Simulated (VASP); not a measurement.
Wanted: the native input for a VASP 6.6.1 run.

```yaml
Task: single point
Functional: PBE
Potentials_or_basis: VASP PAW PBE potentials, release 64 (Si, O)
Cutoff: 520 eV
k_mesh: 6 × 6 × 6
Occupations: gaussian, width 0.01 eV
Spin: no spin polarisation
Dipole_correction: no
Further_INCAR_settings: ALGO = Normal; EDIFF = 1e-06; NBANDS = 25
```

The structure of SiO2 lies in POSCAR:

```
SiO2
1.0
   -2.4879802239      2.4879802239      3.6521211236
    2.4879802239     -2.4879802239      3.6521211236
    2.4879802239      2.4879802239     -3.6521211236
Si O
2 4
Direct
    0.0000000000      0.0000000000      0.0000000000
    0.7500000000      0.2500000000      0.5000000000
    0.9670112386      0.6250000000      0.8420112386
    0.3750000000      0.2170112386      0.3420112386
    0.7829887614      0.1250000000      0.1579887614
    0.8750000000      0.0329887614      0.6579887614
```

The input as run:

INCAR

```
SYSTEM = SiO2
  PREC = Accurate
  ENCUT = 520
  EDIFF = 1E-6
  ISMEAR = 0
  SIGMA = 0.01
  LREAL = .FALSE.
  LASPH = .TRUE.
  NELM = 60
  ALGO = Normal
  ISIF = 2
  LWAVE = .FALSE.
  LCHARG = .FALSE.
  GGA = PE
  NBANDS = 25
```

KPOINTS

```
Automatic mesh
0
G
  6 6 6
  0 0 0
```

Potentials or basis: VASP PAW PBE potentials, release 64 (Si, O).

Launch:

```bash
$ cat potpaw_PBE.64/Si/POTCAR potpaw_PBE.64/O/POTCAR > POTCAR
$ mpirun -np 1 vasp_std > vasp.out
```

Results of the run:

```
Pressure               : 5.1 GPa
Largest force          : 0.311 eV/Å
Band gap on the k mesh : 5.91 eV
```

Caveat: the cell stands under pressure.

It took 2.4 min on 1 thread of AMD EPYC 7R13, with other jobs on the host, peak memory 0.22 GiB.
